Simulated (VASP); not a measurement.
# In2GeO3 (P-3m1) in VASP: a series of runs, part 2 of 2

VASP 6.6.1. The steps go on from the part before.

## 3. Single point, PBE

This run uses another cell than the first one, of 16.54 Å³/atom.

Input file INCAR:

```
ALGO = Normal
EDIFF = 1E-6
ENCUT = 520
GGA = PE
ISIF = 2
ISMEAR = 0
LASPH = T
LCHARG = F
LREAL = F
LWAVE = F
NBANDS = 38
NELM = 100
PREC = Accurate
SIGMA = 0.1
```

Input file KPOINTS:

```
k-points
0
Gamma
  12 12 4
```

Input file POSCAR:

```
In2GeO3
1.0
    3.3050459361      0.0000000000      0.0000000000
   -1.6525229680      2.8622537413      0.0000000000
    0.0000000000      0.0000000000     10.4908252416
In Ge O
2 1 3
Direct
    0.6666666667      0.3333333333      0.6431426618
    0.3333333333      0.6666666667      0.3568573382
    0.0000000000      0.0000000000      0.0000000000
    0.6666666667      0.3333333333      0.2719179005
    0.3333333333      0.6666666667      0.7280820995
    0.0000000000      0.0000000000      0.5000000000
```

Potentials or basis: VASP PAW PBE potentials, release 64 (In_d, Ge_d, O).

Command:

```console
$ cat potpaw_PBE.64/In_d/POTCAR potpaw_PBE.64/Ge_d/POTCAR potpaw_PBE.64/O/POTCAR > POTCAR
$ mpirun -np 1 vasp_std > vasp.out
```

OUTCAR:

```text
EDIFF = 1E-6
   ENCUT = 520
   GGA = PE
   ISIF = 2
   ISMEAR = 0
   LASPH = T
   LREAL = F
   NELM = 100
   PREC = Accurate

 ion  position               nearest neighbor table
   1  0.667  0.333  0.643-   5 2.11   5 2.11   5 2.11   6 2.43   6 2.43   6 2.43   2 3.56   2 3.56
                             2 3.56
   2  0.333  0.667  0.357-   4 2.11   4 2.11   4 2.11   6 2.43   6 2.43   6 2.43   1 3.56   1 3.56
                             1 3.56
   3  0.000  0.000  0.000-
   4  0.667  0.333  0.272-   2 2.11   2 2.11   2 2.11
   5  0.333  0.667  0.728-   1 2.11   1 2.11   1 2.11
   6  0.000  0.000  0.500-   1 2.43   2 2.43   2 2.43   1 2.43   1 2.43   2 2.43

  LATTYP: Found a hexagonal cell.
 ALAT       =     3.3050459361
 C/A-ratio  =     3.1741843970

  Lattice vectors:

 A1 = (   3.3050459361,   0.0000000000,   0.0000000000)
 A2 = (  -1.6525229680,   2.8622537413,   0.0000000000)
 A3 = (   0.0000000000,   0.0000000000,  10.4908252416)

Analysis of symmetry for initial positions (statically):
=====================================================================
 Subroutine PRICEL returns:
 Original cell was already a primitive cell.
[... 175 lines left out ...]
  free energy    TOTEN  =       -30.17043476 eV

  energy without entropy =      -30.16391225  energy(sigma->0) =      -30.16717350

 E-fermi :   6.0846     XC(G=0): -10.2178

 val. band max:        6.0556682904   @ k =   0.0000   0.2500   0.2500
 cond. band min:       6.0948577791   @ k =   0.0000   0.0833   0.2500
 fundamental gap:      0.0391894888
 Fermi energy:         6.0846403991

 k-point     1 :       0.0000    0.0000    0.0000
  band No.  band energies     occupation
      1     -19.1832      2.00000
      2     -19.1267      2.00000
      3     -19.1267      2.00000
      4     -19.0381      2.00000
      5     -19.0381      2.00000
      6     -14.0345      2.00000
[... 973 lines left out ...]
     37      14.4494      0.00000
     38      15.2798      0.00000

 [... further k-points ...]
[... 5 lines left out ...]
  --------------------------------------------------------------------------------------
  -------------------------------------------------------------------------------------
  Total        0.2670309      0.2670309      0.0943857      0.0000000      0.0000000      0.0000000
  in kB        4.3109873      4.3109873      1.5237766      0.0000000      0.0000000      0.0000000
  external PRESSURE =       3.3819171 kB  Pullay stress =       0.0000000 kB

 VOLUME and BASIS-vectors are now :
 -----------------------------------------------------------------------------
  energy-cutoff  :      520.00
  volume of cell :       99.24
      direct lattice vectors                 reciprocal lattice vectors
     3.305045936  0.000000000  0.000000000     0.302567655  0.174687517  0.000000000
    -1.652522968  2.862253741  0.000000000     0.000000000  0.349375035  0.000000000
     0.000000000  0.000000000 10.490825242     0.000000000  0.000000000  0.095321386

 POSITION                                       TOTAL-FORCE (eV/Angst)
 -----------------------------------------------------------------------------------
      1.65252      0.95408      6.74710        -0.000000      0.000000     -0.013173
     -0.00000      1.90817      3.74373         0.000000     -0.000000      0.013173
      0.00000      0.00000      0.00000         0.000000      0.000000      0.000000
      1.65252      0.95408      2.85264        -0.000000     -0.000000     -0.045773
     -0.00000      1.90817      7.63818         0.000000      0.000000      0.045773
      0.00000      0.00000      5.24541         0.000000      0.000000      0.000000
 -----------------------------------------------------------------------------------
    total drift:                               -0.000000     -0.000000      0.000000

  FREE ENERGIE OF THE ION-ELECTRON SYSTEM (eV)
  ---------------------------------------------------
  free  energy   TOTEN  =       -30.1704347605 eV

  energy  without entropy=      -30.1639122461  energy(sigma->0) =      -30.16717350
```

OSZICAR:

```text
N       E                     dE             d eps       ncg     rms          rms(c)
DAV:   1     0.686744606976E+03    0.68674E+03   -0.27986E+04  6224   0.285E+03
DAV:   2     0.100905557933E+03   -0.58584E+03   -0.55760E+03  5390   0.757E+02
DAV:   3    -0.267392901651E+02   -0.12764E+03   -0.12502E+03  5886   0.241E+02
DAV:   4    -0.356124387588E+02   -0.88731E+01   -0.87775E+01  6462   0.704E+01
DAV:   5    -0.358748875937E+02   -0.26245E+00   -0.26215E+00  6372   0.123E+01    0.167E+01
DAV:   6    -0.303558347701E+02    0.55191E+01   -0.26672E+01  8364   0.460E+01    0.121E+01
DAV:   7    -0.302390285376E+02    0.11681E+00   -0.26989E+00  6368   0.103E+01    0.359E+00
DAV:   8    -0.301893733105E+02    0.49655E-01   -0.31843E-01  7542   0.339E+00    0.161E+00
DAV:   9    -0.301727500983E+02    0.16623E-01   -0.53431E-02  8128   0.268E+00    0.513E-01
DAV:  10    -0.301699596875E+02    0.27904E-02   -0.15290E-02  7650   0.108E+00    0.154E-01
DAV:  11    -0.301703669877E+02   -0.40730E-03   -0.34248E-03  8052   0.375E-01    0.111E-01
DAV:  12    -0.301704350775E+02   -0.68090E-04   -0.44361E-04  7944   0.145E-01    0.414E-02
DAV:  13    -0.301704361792E+02   -0.11017E-05   -0.10034E-04  7636   0.684E-02    0.133E-02
DAV:  14    -0.301704338203E+02    0.23590E-05   -0.33272E-05  7502   0.388E-02    0.562E-03
DAV:  15    -0.301704347605E+02   -0.94019E-06   -0.33846E-06  5226   0.134E-02
   1 F= -.30170435E+02 E0= -.30167174E+02  d E =-.652251E-02
```

Run time: 7.9 min. Hardware: 1 thread of Intel Xeon 8259CL, shared host; peak memory 0.39 GiB.

Results:

```
Free energy            : -30.1704 eV
Pressure               : 0.3 GPa
Largest force          : 0.046 eV/Å
Band gap on the k mesh : zero (bands 29 and 30 overlap by 1.40 eV)
```

Forces on the atoms (eV/Å):
```
In   0.000  0.000 -0.013
In   0.000  0.000  0.013
Ge   0.000  0.000  0.000
O    0.000  0.000 -0.046
O    0.000  0.000  0.046
O    0.000  0.000  0.000
```

Caveat: spin-orbit coupling is left out, which moves the levels of the heavy elements.

## 4. Relaxation of cell and atoms, PBE

This run uses another cell than the first one, of 16.25 Å³/atom.

Input file INCAR:

```
SYSTEM = In2GeO3
PREC = Accurate
ENCUT = 600
EDIFF = 1E-6
ISMEAR = 0
SIGMA = 0.1
LREAL = .False.
LASPH = .True.
NELM = 80
ALGO = Normal
ISIF = 3
LWAVE = .False.
LCHARG = .False.
GGA = PE
IBRION = 2
NSW = 100
EDIFFG = -0.01
```

Input file KPOINTS:

```
regular mesh
0
Gamma
  12 12 4
  0 0 0
```

Input file POSCAR:

```
In2GeO3
1.0
    3.3053169901      0.0000000000      0.0000000000
   -1.6526584950      2.8624884810      0.0000000000
    0.0000000000      0.0000000000     10.3057355308
In Ge O
2 1 3
Direct
    0.6666666667      0.3333333333      0.6454897150
    0.3333333333      0.6666666667      0.3545102850
    0.0000000000      0.0000000000      0.0000000000
    0.6666666667      0.3333333333      0.2667942003
    0.3333333333      0.6666666667      0.7332057997
    0.0000000000      0.0000000000      0.5000000000
```

Command:

```console
$ cat potpaw_PBE.64/In_d/POTCAR potpaw_PBE.64/Ge_d/POTCAR potpaw_PBE.64/O/POTCAR > POTCAR
$ mpirun -np 1 vasp_std > vasp.out
```

It took 22 min on 1 thread of Intel Xeon 8259CL, shared host; peak memory 0.44 GiB.

The run converged. Its results:

```
Free energy                           : -30.1750 eV
Relaxed volume                        : 16.31 Å³/atom
Relaxed cell                          : a = 3.309 Å, b = 3.309 Å, c = 10.316 Å, α = 90.00°, β = 90.00°, γ = 120.00°
Space group after relaxing (to 0.1 Å) : P-3m1 (No. 164)
Energy gained by relaxing             : 0.1 meV/atom
Ionic steps                           : 8
Pressure after relaxing               : 0.1 GPa
Largest force after relaxing          : 0.009 eV/Å
Band gap on the k mesh                : zero (bands 29 and 30 overlap by 1.43 eV)
```

Forces on the atoms (eV/Å):
```
In   0.000  0.000 -0.006
In   0.000  0.000  0.006
Ge   0.000  0.000  0.000
O    0.000  0.000  0.009
O    0.000  0.000 -0.009
O    0.000  0.000  0.000
```

The path:
```csv
step,energy change (eV),largest force (eV/Å),pressure (GPa),volume (Å³)
1,0.0000,0.0373,0.33,97.51
2,-0.0003,0.0351,-0.19,97.98
3,-0.0004,0.0279,0.00,97.84
4,-0.0004,0.0288,-0.05,97.86
5,-0.0004,0.0285,-0.04,97.86
6,-0.0005,0.0116,-0.02,97.87
7,-0.0005,0.0115,-0.02,97.87
8,-0.0005,0.0086,0.05,97.85
```

Final structure:
```
In Ge O
1.0
     3.30935    0.00000    0.00000
    -1.65467    2.86598    0.00000
     0.00000    0.00000   10.31639
In Ge O
2 1 3
Cartesian
  1.6547 0.9553 6.6614
  0.0000 1.9107 3.6550
  -1.6547 2.8660 10.3164
  1.6547 0.9553 2.7546
  0.0000 1.9107 7.5618
  -1.6547 2.8660 5.1582
```

Levels at points of the mesh, in eV from the Fermi level:
| k point | band 27 | band 28 | band 29 | band 30 | band 31 | band 32 |
| --- | --- | --- | --- | --- | --- | --- |
| (0.00, 0.00, 0.00) | -3.15 | -3.15 | -1.15 | -0.88 | 1.98 | 2.36 |
| (0.50, 0.00, 0.00) | -3.55 | -3.23 | -2.22 | 1.19 | 1.26 | 3.10 |
| (0.00, 0.00, 0.50) | -3.15 | -3.15 | -2.35 | 0.52 | 0.93 | 2.84 |
| (0.50, 0.00, 0.50) | -3.23 | -3.18 | -2.44 | 0.68 | 1.84 | 3.26 |

Caveat: spin-orbit coupling is left out, which moves the levels of the heavy elements.

## 5. Overview

```tsv
task	cell	k mesh	cutoff (eV)	gap on the mesh (eV)	pressure (GPa)	relaxed volume (Å³/atom)	largest force (eV/Å)
relaxation of cell and atoms	relaxed from a = 3.994, b = 3.994, c = 7.149 Å, angles 90.0, 90.0, 120.0°, 6 atoms, atomic positions A	6 × 6 × 4	600	none	-0.1	15.31	0.02
single point	a = 3.305, b = 3.305, c = 10.491 Å, angles 90.0, 90.0, 120.0°, 6 atoms, atomic positions B	12 × 12 × 4	520	none	0.3	-	0.05
relaxation of cell and atoms	relaxed from a = 3.305, b = 3.305, c = 10.306 Å, angles 90.0, 90.0, 120.0°, 6 atoms, atomic positions C	12 × 12 × 4	600	none	0.1	16.31	0.01
```

Alike in all rows: level PBE; potentials or basis VASP PAW PBE potentials, release 64 (In_d, Ge_d, O); no spin polarisation; smearing gaussian 0.1 eV.

Caveats: spin-orbit coupling is left out, which moves the levels of the heavy elements; a cell axis changed by over 15 % at a fixed basis, so the end point is rough (at least some runs).

Total energies depend on the potentials used, so only differences within one code and one set of settings carry meaning.
